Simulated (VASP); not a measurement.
Set up this calculation in VASP 6.6.1, as the native input.

```yaml
Task: single point
Functional: PBE
Potentials_or_basis: VASP PAW PBE potentials, release 64 (O, Ru_pv, W_sv)
Cutoff: 520 eV
k_mesh: 4 × 4 × 4
Occupations: gaussian, width 0.1 eV
Spin: no spin polarisation
Dipole_correction: no
Further_INCAR_settings: LREAL = Auto; ALGO = Fast; EDIFF = 1e-06; NBANDS = 122; ISYM = 0
```

The structure of RuWO4 lies in POSCAR:

```
RuWO4
1.0
    4.8860144835     -4.8754531147     -0.0000053962
   -4.8109158389     -4.8003990745     -0.0000010253
   -0.0375454596      4.8379234280     -5.6711669589
O Ru W
16 4 4
Direct
    0.7515213521      0.4667077230      0.5013883347
    0.4995340764      0.2146836657      0.9974125083
    0.2514823980      0.9666465020      0.5013004139
   -0.0004732512      0.7147166916      0.9973899220
    0.7488375762      0.0373520364      0.5013925946
    0.4968515563      0.7854024730      0.9974195909
    0.2487923743      0.5373199958      0.5012928017
    0.9968393414      0.2853402597      0.9973859810
    0.9280173070      0.1249123692      0.2493945642
    0.6592361578      0.8744255386      0.7493730400
    0.4280050304      0.6248932420      0.2493555213
    0.1592539134      0.3744506624      0.7493857348
    0.3203554997      0.1271512898      0.2493960142
    0.0891107138      0.8775932767      0.7493682272
    0.8203221485      0.6271321162      0.2493595079
    0.5891041193      0.3776187376      0.7493894580
    0.6242058608      0.1260487590      0.2494440393
    0.3741624514      0.8759755002      0.7493494601
    0.1241447867      0.6259816852      0.2493114414
    0.8741837459      0.3760501171      0.7493980356
    0.7577161177      0.7595687910      0.5164523672
    0.4906444226      0.4924676968      0.9823225193
    0.2577090769      0.2595268433      0.5164439792
    0.9906445046      0.9925007437      0.9823164952
```

The input as run:

INCAR

```
ALGO     = Fast           # electronic algorithm
EDIFF    = 1E-6           # SCF threshold, eV
ENCUT    = 520            # plane-wave cutoff, eV
GGA      = PE             # functional
ISIF     = 2              # what is computed and relaxed
ISMEAR   = 0              # smearing method
ISYM     = 0            
LASPH    = T              # aspherical terms in the spheres
LCHARG   = T              # write CHGCAR
LELF     = T              # ELF
LREAL    = Auto         
LVHAR    = T            
LWAVE    = F              # write WAVECAR
NBANDS   = 122            # bands
NELM     = 80             # most SCF steps
PREC     = Accurate       # precision mode
SIGMA    = 0.1            # smearing width, eV
```

KPOINTS

```
k-points
0
Gamma
  4 4 4
```

Potentials or basis: VASP PAW PBE potentials, release 64 (O, Ru_pv, W_sv).

Command:

```console
$ cat potpaw_PBE.64/O/POTCAR potpaw_PBE.64/Ru_pv/POTCAR potpaw_PBE.64/W_sv/POTCAR > POTCAR
$ mpirun -np 1 vasp_std > vasp.out
```

It gave:

The pressure is 1.3 GPa. The largest force is 0.182 eV/Å. The band gap on the k mesh is zero (bands 104 and 105 overlap by 0.27 eV).

Caveat: spin-orbit coupling is left out, which moves the levels of the heavy elements.

It took 51 min on 1 thread of Oxide Virtual Turin-like Processor, with other jobs on the host, peak memory 0.84 GiB.
